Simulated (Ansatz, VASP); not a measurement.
# Si4BW: VASP beside Ansatz

File INCAR:

```
SYSTEM = Si4BW
ALGO = Normal
EDIFF = 1E-6
EDIFFG = -0.04
ENCUT = 600
GGA = PE
IBRION = 2
ISIF = 3
ISMEAR = 0
LASPH = .True.
LCHARG = .False.
LREAL = .False.
LWAVE = .False.
NELM = 100
NSW = 90
PREC = Accurate
SIGMA = 0.1
```

The input KPOINTS:

```
k-points
0
Gamma
  6 6 2
  0 0 0
```

The input POSCAR:

```
Si4BW
1.0
    3.6684822100      0.0000000000      0.0000000000
   -1.8342411000      3.1769987900      0.0000000000
    0.0000000000      0.0000000000      7.8528807000
Si B W
4 1 1
Direct
    0.3333333300      0.6666666700      0.3326959200
    0.3333333300      0.6666666700      0.6673040800
    0.6666666700      0.3333333300      0.6673040800
    0.6666666700      0.3333333300      0.3326959200
    0.0000000000      0.0000000000      0.5000000000
    0.0000000000      0.0000000000      0.0000000000
```

Input for Ansatz:

```yaml
crystal:
  lattice:
    - [3.66848221, 0.0, 0.0]
    - [-1.8342411, 3.17699879, 0.0]
    - [0.0, 0.0, 7.8528807]
  atoms:
    - { symbol: Si, position: [0.33333333, 0.66666667, 0.33269592] }
    - { symbol: Si, position: [0.33333333, 0.66666667, 0.66730408] }
    - { symbol: Si, position: [0.66666667, 0.33333333, 0.66730408] }
    - { symbol: Si, position: [0.66666667, 0.33333333, 0.33269592] }
    - { symbol: B, position: [0.0, 0.0, 0.5] }
    - { symbol: W, position: [0.0, 0.0, 0.0] }
basis:
  ecutwfc: 420
kpoints:
  mp_grid: { grid: [6, 6, 2] }
hamiltonian:
  xc: pbe
scf:
  occupations: { method: gaussian, width: 0.1 }
  lower_state_search: "off"
output:
  forces: true
  stress: true
  eigenvalues: true
relax:
  adjacent_minimum: "off"
  f_tol: 0.04
  max_steps: 70
  cell: { stress_tol: 0.4 }
```

Alike in both runs: task relaxation of cell and atoms; functional PBE; k mesh 6 × 6 × 2; occupations gaussian, width 0.1 eV; no spin polarisation.

|  | VASP | Ansatz |
| --- | --- | --- |
| version | VASP 6.6.1 | Ansatz 0.2.0 |
| potentials or method | VASP PAW PBE potentials, release 64 (Si, B, W_sv), cutoff 600 eV | scalar-relativistic, plane waves, PAW |
| valence electrons in the cell | 33 | 33 |

Ansatz gave:

```
gap on the k mesh at the Fermi level, each at its own relaxed structure (eV) : none
relaxed volume (Å³/atom)                                                     : 13.56
relaxed length of the cell vector where the two differ most in proportion (Å)              : 4.528
```

Problem. Estimate VASP's values.

Solution. gap on the k mesh at the Fermi level, each at its own relaxed structure (eV): none; relaxed volume (Å³/atom): 13.58; relaxed length of the cell vector where the two differ most in proportion (Å): 4.532.

A gap of «none» marks a metal or a gap that the smearing closes.

The k mesh is coarse, so the values compare programs but aren't converged. Spin-orbit coupling is off throughout.
